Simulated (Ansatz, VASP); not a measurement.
CdF2: VASP beside Ansatz

```
Cd F
1.0
     0.00000    2.63801    2.69130
     2.63801    0.00000    2.69130
     2.63801    2.63801    0.00000
Cd F
1 2
Direct
  0.00000 0.00000 0.00000
  0.25000 0.25000 0.25000
  0.75000 0.75000 0.75000
```

Alike in both runs: task single point; functional PBEsol; k mesh 8 × 8 × 8; occupations gaussian, width 0.05 eV; no spin polarisation.

```csv
,VASP,Ansatz
version,VASP 6.6.1,Ansatz 0.2.0
potentials or method,"VASP PAW PBE potentials, release 64 (Cd_sv_GW, F), cutoff 700 eV","scalar-relativistic, plane waves, PAW"
valence electrons in the cell,34,34
```

|  | VASP | Ansatz | Ansatz less VASP |
| --- | --- | --- | --- |
| gap on the k mesh at the Fermi level (eV) | 3.05 | 3.07 | +0.012 |
| least direct gap on the mesh (eV) | 3.46 | 3.47 | +0.011 |
| pressure (GPa) | 4.5 | 4.9 | +0.36 |
| traceless stress, the component that is largest in VASP (GPa) | -1.52 | -1.51 | +0.002 |

VASP's potentials were made for PBE, not for PBEsol.
